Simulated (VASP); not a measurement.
# FeNi3 (Pm-3m) in VASP: further runs

FeNi3 is run at these levels: PBEsol; tasks: single point.

Everything below comes from runs of VASP 6.6.1. Logs are shortened: lines on timing, memory, paths and dates and some standing lists are left out, and cuts for length are marked.

### Step 1. The cell of the first run

It takes space group Pm-3m (No. 221, cubic). The conventional cell has a = 3.557 Å, b = 3.557 Å, c = 3.557 Å, α = 90.00°, β = 90.00°, γ = 90.00°. Within 3.3 Å of Fe (site symmetry m-3m) lie 12 Ni at 2.52 Å. Ni (site symmetry 4/mmm) has 4 Fe at 2.52 Å and 8 Ni at 2.52 Å within 3.3 Å.

### Step 2. Single point, PBEsol, collinear spin, ferromagnetic start (11.25 Å³/atom)

The input, INCAR:

```
SYSTEM = FeNi3
PREC     = Accurate       ! precision mode
ENCUT    = 520            ! plane-wave cutoff, eV
EDIFF    = 1E-7           ! SCF threshold, eV
ISMEAR   = 0              ! smearing method
SIGMA    = 0.1            ! smearing width, eV
LREAL    = .FALSE.        ! projectors in reciprocal space
LASPH    = .TRUE.         ! aspherical terms in the spheres
NELM     = 150            ! most SCF steps
ALGO     = Normal         ! electronic algorithm
ISIF     = 2              ! what is computed and relaxed
LWAVE    = .FALSE.        ! write WAVECAR
LCHARG   = .FALSE.        ! write CHGCAR
ISPIN    = 2              ! spin polarisation
MAGMOM   = 3.13 0.75 0.75 0.75 ! initial moments
LORBIT   = 11             ! projections on sites
LMAXMIX  = 4              ! l up to which the mixer works
GGA      = PS             ! functional
NBANDS   = 31             ! bands
```

The input, KPOINTS:

```
regular mesh
0
G
  12 12 12
  0 0 0
```

The input, POSCAR:

```
FeNi3
1.0
    3.5572493260      0.0000000000      0.0000000000
    0.0000000000      3.5572493260      0.0000000000
    0.0000000000      0.0000000000      3.5572493260
Fe Ni
1 3
Direct
    0.0000000000      0.0000000000      0.0000000000
    0.0000000000      0.5000000000      0.5000000000
    0.5000000000      0.0000000000      0.5000000000
    0.5000000000      0.5000000000      0.0000000000
```

Potentials or basis: VASP PAW PBE potentials, release 64 (Fe, Ni).

On the command line:

```console
$ cat potpaw_PBE.64/Fe/POTCAR potpaw_PBE.64/Ni/POTCAR > POTCAR
$ mpirun -np 1 vasp_std > vasp.out
```

OUTCAR:

```text
SYSTEM = FeNi3
   PREC = Accurate
   ENCUT = 520
   EDIFF = 1E-7
   ISMEAR = 0
   LREAL = .FALSE.
   LASPH = .TRUE.
   NELM = 150
   ISIF = 2
   ISPIN = 2
   LORBIT = 11
   GGA = PS

 ion  position               nearest neighbor table
   1  0.000  0.000  0.000-   2 2.52   3 2.52   4 2.52   2 2.52   3 2.52   2 2.52   4 2.52   2 2.52
                             3 2.52   4 2.52   3 2.52   4 2.52
   2  0.000  0.500  0.500-   1 2.52   3 2.52   4 2.52   1 2.52   4 2.52   1 2.52   3 2.52   1 2.52
                             3 2.52   4 2.52   4 2.52   3 2.52
   3  0.500  0.000  0.500-   1 2.52   2 2.52   4 2.52   1 2.52   4 2.52   2 2.52   4 2.52   4 2.52
                             1 2.52   2 2.52   1 2.52   2 2.52
   4  0.500  0.500  0.000-   1 2.52   2 2.52   3 2.52   2 2.52   3 2.52   1 2.52   3 2.52   3 2.52
                             1 2.52   2 2.52   2 2.52   1 2.52

  LATTYP: Found a simple cubic cell.
 ALAT       =     3.5572493260

  Lattice vectors:

 A1 = (   3.5572493260,   0.0000000000,   0.0000000000)
 A2 = (   0.0000000000,   3.5572493260,   0.0000000000)
 A3 = (   0.0000000000,   0.0000000000,   3.5572493260)

Analysis of symmetry for initial positions (statically):
=====================================================================
 Subroutine PRICEL returns:
 Original cell was already a primitive cell.

 Routine SETGRP: Setting up the symmetry group for a
 simple cubic supercell.

 Subroutine GETGRP returns: Found 48 space group operations
 (whereof 48 operations were pure point group operations)
 out of a pool of 48 trial point group operations.

The static configuration has the point symmetry O_h .

Analysis of symmetry for dynamics (positions and initial velocities):
=====================================================================
 Subroutine PRICEL returns:
 Original cell was already a primitive cell.

 Routine SETGRP: Setting up the symmetry group for a
 simple cubic supercell.

 Subroutine GETGRP returns: Found 48 space group operations
 (whereof 48 operations were pure point group operations)
 out of a pool of 48 trial point group operations.

The dynamic configuration has the point symmetry O_h .

Analysis of structural, dynamic, and magnetic symmetry:
=====================================================================
 Subroutine PRICEL returns:
 Original cell was already a primitive cell.

 Routine SETGRP: Setting up the symmetry group for a
 simple cubic supercell.

 Subroutine GETGRP returns: Found 48 space group operations
 (whereof 48 operations were pure point group operations)
 out of a pool of 48 trial point group operations.

The overall configuration has the point symmetry O_h .

 Subroutine INISYM returns: Found 48 space group operations
 (whereof 48 operations are pure point group operations),
 and found     1 'primitive' translations

----------------------------------------------------------------------------------------

                                     Primitive cell

  volume of cell :      45.0135

  direct lattice vectors                    reciprocal lattice vectors
     3.557249326  0.000000000  0.000000000     0.281116084  0.000000000  0.000000000
     0.000000000  3.557249326  0.000000000     0.000000000  0.281116084  0.000000000
     0.000000000  0.000000000  3.557249326     0.000000000  0.000000000  0.281116084

  length of vectors
     3.557249326  3.557249326  3.557249326     0.281116084  0.281116084  0.281116084

  position of ions in fractional coordinates (direct lattice)
     0.000000000  0.000000000  0.000000000
     0.000000000  0.500000000  0.500000000
     0.500000000  0.000000000  0.500000000
     0.500000000  0.500000000  0.000000000

  ion indices of the primitive-cell ions
   primitive index   ion index
                 1           1
                 2           2
                 3           3
                 4           4

----------------------------------------------------------------------------------------

 KPOINTS: regular mesh

Automatic generation of k-mesh.
 Grid dimensions read from file:
 generate k-points for:   12   12   12

 Generating k-lattice:

  Cartesian coordinates                     Fractional coordinates (reciprocal lattice)
     0.023426340  0.000000000  0.000000000     0.083333333  0.000000000  0.000000000
     0.000000000  0.023426340  0.000000000     0.000000000  0.083333333  0.000000000
     0.000000000  0.000000000  0.023426340     0.000000000  0.000000000  0.083333333

  Length of vectors
     0.023426340  0.023426340  0.023426340

  Shift w.r.t. Gamma in fractional coordinates (k-lattice)
     0.000000000  0.000000000  0.000000000

 Subroutine IBZKPT returns following result:
 ===========================================

 Found     84 irreducible k-points:

 Following reciprocal coordinates:
            Coordinates               Weight
  0.000000  0.000000  0.000000      1.000000
  0.083333  0.000000  0.000000      6.000000
  0.166667  0.000000  0.000000      6.000000
  0.250000  0.000000  0.000000      6.000000
  0.333333  0.000000  0.000000      6.000000
  0.416667  0.000000  0.000000      6.000000
[... 16 lines left out ...]
  0.333333  0.333333  0.000000     12.000000
  0.416667  0.333333  0.000000     24.000000
 [... further k-points ...]
   k-points           NKPTS =     84   k-points in BZ     NKDIM =     84   number of bands    NBANDS=     31
   number of dos      NEDOS =    301   number of ions     NIONS =      4
   total plane-waves  NPLWV =  21952
   dimension x,y,z NGX =    28 NGY =   28 NGZ =   28
   dimension x,y,z NGXF=    56 NGYF=   56 NGZF=   56
   ions per type =               1   3
   NGX,Y,Z   is equivalent  to a cutoff of  13.09, 13.09, 13.09 a.u.
   NGXF,Y,Z  is equivalent  to a cutoff of  26.17, 26.17, 26.17 a.u.
 SYSTEM =  FeNi3
   PREC   = accura    normal or accurate (medium, high low for compatibility)
   ISTART =      0    job   : 0-new  1-cont  2-samecut
   ICHARG =      2    charge: 1-file 2-atom 10-const
   ISPIN  =      2    spin polarized calculation?
   LNONCOLLINEAR =      F non collinear calculations
   LSORBIT =      F    spin-orbit coupling
   LASPH  =      T    aspherical Exc in radial PAW
   ENCUT  =  520.0 eV  38.22 Ry    6.18 a.u.   6.61  6.61  6.61*2*pi/ulx,y,z
   NELM   =    150;   NELMIN=  2; NELMDL= -5     # of ELM steps
   EDIFF  = 0.1E-06   stopping-criterion for ELM
   LREAL  =      F    real-space projection
   EDIFFG = 0.1E-05   stopping-criterion for IOM
   NSW    =      0    number of steps for IOM
   IBRION =     -1    ionic relax: 0-MD 1-quasi-New 2-CG
   NFREE  =      0    steps in history (QN), initial steepest desc. (CG)
   ISIF   =      2    stress and relaxation
   ISYM   =      2    0-nonsym 1-usesym 2-fastsym
   POTIM  = 0.5000    time-step for ionic-motion
   TEBEG  =    0.0;   TEEND  =   0.0 temperature during run
   PSTRESS=    0.0 pullay stress
   NELECT =      38.0000    total number of electrons
   NUPDOWN=      -1.0000    fix difference up-down
   EMIN   =  10.00;   EMAX   =-10.00  energy-range for DOS
   EFERMI =   0.00;   METHOD = LEGACY
   ISMEAR =     0;   SIGMA  =   0.10  broadening in eV -4-tet -1-fermi 0-gaus
   EFERMI_NEDOS =   21; number of points for ismear=-14 and -15
   IALGO  =     38    algorithm
   IMIX   =      4    mixing-type and parameters
     AMIX     =   0.40;   BMIX     =  1.00
     AMIX_MAG =   1.60;   BMIX_MAG =  1.00
  volume/ion in A,a.u.               =      11.25        75.94
  Fermi-wavevector in a.u.,A,eV,Ry     =   1.547231  2.923842 32.571295  2.393923
  Thomas-Fermi vector in A             =   2.652354
   LORBIT       =     11    0 simple, 1 ext, 2 COOP (PROOUT), +10 PAW based schemes
   GGA     = PS    functional components
   LHFCALC =     F    Hartree Fock is set to
   AEXX    =    0.0000 exact exchange contribution
   IVDW    =     0    specifies the selected vdW correction
   LEPSILON=     F    determine dielectric tensor
   LRPA    =     F    only Hartree local field effects (RPA)
 spin polarized calculation
 Gauss-broadening in eV      SIGMA  =   0.10
  energy-cutoff  :      520.00
  volume of cell :       45.01
 maximum number of plane-waves:      1233
 NGX is ok and might be reduce to    28
   NGX = 13   NGY = 13   NGZ = 13

 number of electron      37.9999999 magnetization       4.7919773

 Free energy of the ion-electron system (eV)
  ---------------------------------------------------
  ext. energy  EPLUGINS =         0.00000000
  ---------------------------------------------------
  free energy    TOTEN  =       -27.55755312 eV

  energy without entropy =      -27.54255855  energy(sigma->0) =      -27.55005584

 E-fermi :   8.2476     XC(G=0): -13.2575

 val. band max:        8.2471908582   @ k =   0.0000   0.0000   0.0000
 cond. band min:       8.2488247480   @ k =   0.4167   0.0833   0.0833
 fundamental gap:      0.0016338897
 Fermi energy:         8.2476273730

 spin component 1

 k-point     1 :       0.0000    0.0000    0.0000
  band No.  band energies     occupation
      1      -0.7990      1.00000
      2       3.0183      1.00000
      3       3.0183      1.00000
      4       3.6874      1.00000
      5       3.7458      1.00000
      6       3.7458      1.00000
[... 805 lines left out ...]
     30      21.7305      0.00000
     31      22.7774      0.00000

 [... further k-points ...]

 spin component 2

 k-point     1 :       0.0000    0.0000    0.0000
  band No.  band energies     occupation
      1      -0.7151      1.00000
      2       4.0606      1.00000
      3       4.0606      1.00000
      4       4.0850      1.00000
      5       4.7511      1.00000
      6       4.7511      1.00000
[... 805 lines left out ...]
     30      22.0875      0.00000
     31      23.2011      0.00000

 [... further k-points ...]

------------------------ aborting loop because EDIFF is reached ----------------------------------------

  FORCE on cell =-STRESS in cart. coord.  units (eV):
  Direction    XX          YY          ZZ          XY          YZ          ZX
  --------------------------------------------------------------------------------------
  -------------------------------------------------------------------------------------
  Total       -3.1998114     -3.1998114     -3.1998114      0.0000000      0.0000000     -0.0000000
  in kB     -113.8916915   -113.8916915   -113.8916915      0.0000000      0.0000000     -0.0000000
  external PRESSURE =    -113.8916915 kB  Pullay stress =       0.0000000 kB

 VOLUME and BASIS-vectors are now :
 -----------------------------------------------------------------------------
  energy-cutoff  :      520.00
  volume of cell :       45.01
      direct lattice vectors                 reciprocal lattice vectors
     3.557249326  0.000000000  0.000000000     0.281116084  0.000000000  0.000000000
     0.000000000  3.557249326  0.000000000     0.000000000  0.281116084  0.000000000
     0.000000000  0.000000000  3.557249326     0.000000000  0.000000000  0.281116084

 POSITION                                       TOTAL-FORCE (eV/Angst)
 -----------------------------------------------------------------------------------
      0.00000      0.00000      0.00000         0.000000      0.000000      0.000000
      0.00000      1.77862      1.77862         0.000000      0.000000      0.000000
      1.77862      0.00000      1.77862         0.000000      0.000000      0.000000
      1.77862      1.77862      0.00000         0.000000      0.000000      0.000000
 -----------------------------------------------------------------------------------
    total drift:                                0.000000      0.000000      0.000000

  FREE ENERGIE OF THE ION-ELECTRON SYSTEM (eV)
  ---------------------------------------------------
  free  energy   TOTEN  =       -27.5575531160 eV

  energy  without entropy=      -27.5425585548  energy(sigma->0) =      -27.55005584

 total charge

# of ion       s       p       d       tot
------------------------------------------
    1        0.472   0.497   6.099   7.069
    2        0.501   0.504   8.315   9.321
    3        0.501   0.504   8.315   9.321
    4        0.501   0.504   8.315   9.321
--------------------------------------------------
tot          1.976   2.011  31.045  35.032

 magnetization (x)

# of ion       s       p       d       tot
------------------------------------------
    1        0.011   0.003   2.896   2.909
    2       -0.015  -0.040   0.687   0.633
    3       -0.015  -0.040   0.687   0.633
    4       -0.015  -0.040   0.687   0.633
--------------------------------------------------
tot         -0.035  -0.117   4.958   4.807
```

Run time: 3.5 min. Hardware: 1 thread of Intel Xeon Platinum 8559C (Emerald Rapids), shared host; peak memory 0.3 GiB.

What came out:

```
Free energy                                           : -27.5576 eV
Pressure                                              : -11.4 GPa
Net moment                                            : 4.79 μB per cell
Site moments                                          : Fe +2.91; Ni +0.63 μB
Valence electrons inside the program's atomic spheres : Fe 7.07; Ni 9.32
```

Levels at points of the mesh, in eV from the Fermi level:
Spin up:
```tsv
k point	band 19	band 20	band 21	band 22	band 23	band 24
(0.00, 0.00, 0.00)	-0.61	-0.61	-0.61	2.19	2.19	2.19
(0.50, 0.00, 0.00)	-1.40	-1.03	-0.72	-0.61	7.38	7.38
(0.50, 0.50, 0.00)	-1.48	-1.46	0.72	0.72	0.75	0.76
(0.50, 0.50, 0.50)	-0.77	-0.77	-0.54	-0.54	-0.54	-0.39
```
Spin down:
| k point | band 15 | band 16 | band 17 | band 18 | band 19 | band 20 |
| --- | --- | --- | --- | --- | --- | --- |
| (0.00, 0.00, 0.00) | 0.27 | 0.27 | 0.97 | 0.97 | 1.26 | 1.26 |
| (0.50, 0.00, 0.00) | -0.83 | -0.37 | -0.11 | -0.11 | 0.27 | 0.48 |
| (0.50, 0.50, 0.00) | -1.17 | -0.78 | -0.67 | 0.18 | 0.18 | 0.36 |
| (0.50, 0.50, 0.50) | -0.44 | -0.44 | 0.06 | 0.06 | 0.06 | 0.80 |

Caveat: the cell stands under tension; the PAW data sets were made with another functional, which shifts forces and pressure a little.

### Step 3. Single point, PBEsol, collinear spin, ferromagnetic start (11.68 Å³/atom)

This run uses another cell than the first one, of 11.68 Å³/atom.

The input, INCAR:

```
  PREC = Accurate
  ENCUT = 520
  EDIFF = 1E-7
  ISMEAR = 0
  SIGMA = 0.1
  LREAL = F
  LASPH = T
  NELM = 150
  ALGO = Fast
  ISIF = 2
  LWAVE = F
  LCHARG = T
  ISPIN = 2
  MAGMOM = 3.13 0.75 0.75 0.75
  LORBIT = 11
  LMAXMIX = 4
  GGA = PS
  LELF = T
  LVHAR = T
  NBANDS = 31
```

The input, KPOINTS:

```
regular mesh
0
Gamma
  12 12 12
```

The input, POSCAR:

```
FeNi3
1.0
    3.6014432775      0.0000000000      0.0000000000
    0.0000000000      3.6014432775      0.0000000000
    0.0000000000      0.0000000000      3.6014432775
Fe Ni
1 3
Direct
    0.0000000000      0.0000000000      0.0000000000
    0.0000000000      0.5000000000      0.5000000000
    0.5000000000      0.0000000000      0.5000000000
    0.5000000000      0.5000000000      0.0000000000
```

Potentials or basis: VASP PAW PBE potentials, release 64 (Fe, Ni).

On the command line:

```console
$ cat potpaw_PBE.64/Fe/POTCAR potpaw_PBE.64/Ni/POTCAR > POTCAR
$ mpirun -np 1 vasp_std > vasp.out
```

Wall time 3.2 min (1 thread of Intel Xeon Platinum 8559C (Emerald Rapids), shared host); peak memory 0.31 GiB.

It converged, with:

```
Free energy                                           : -27.4061 eV
Pressure                                              : -17.0 GPa
Net moment                                            : 4.83 μB per cell
Site moments                                          : Fe +2.95; Ni +0.64 μB
Valence electrons inside the program's atomic spheres : Fe 7.00; Ni 9.26
```

Levels at points of the mesh, in eV from the Fermi level:
Spin up:
```
           k point  band 19  band 20  band 21  band 22  band 23  band 24
(0.00, 0.00, 0.00)    -0.62    -0.62    -0.62     2.16     2.16     2.16
(0.50, 0.00, 0.00)    -1.41    -1.00    -0.77    -0.62     7.16     7.16
(0.50, 0.50, 0.00)    -1.44    -1.42     0.66     0.66     0.66     0.66
(0.50, 0.50, 0.50)    -0.78    -0.78    -0.48    -0.48    -0.48    -0.31
```
Spin down:
| k point | band 15 | band 16 | band 17 | band 18 | band 19 | band 20 |
| --- | --- | --- | --- | --- | --- | --- |
| (0.00, 0.00, 0.00) | 0.26 | 0.26 | 0.94 | 0.94 | 1.21 | 1.21 |
| (0.50, 0.00, 0.00) | -0.78 | -0.35 | -0.09 | -0.09 | 0.26 | 0.49 |
| (0.50, 0.50, 0.00) | -1.11 | -0.74 | -0.62 | 0.19 | 0.19 | 0.38 |
| (0.50, 0.50, 0.50) | -0.40 | -0.40 | 0.06 | 0.06 | 0.06 | 0.77 |

Caveat: the cell stands under tension; the PAW data sets were made with another functional, which shifts forces and pressure a little.
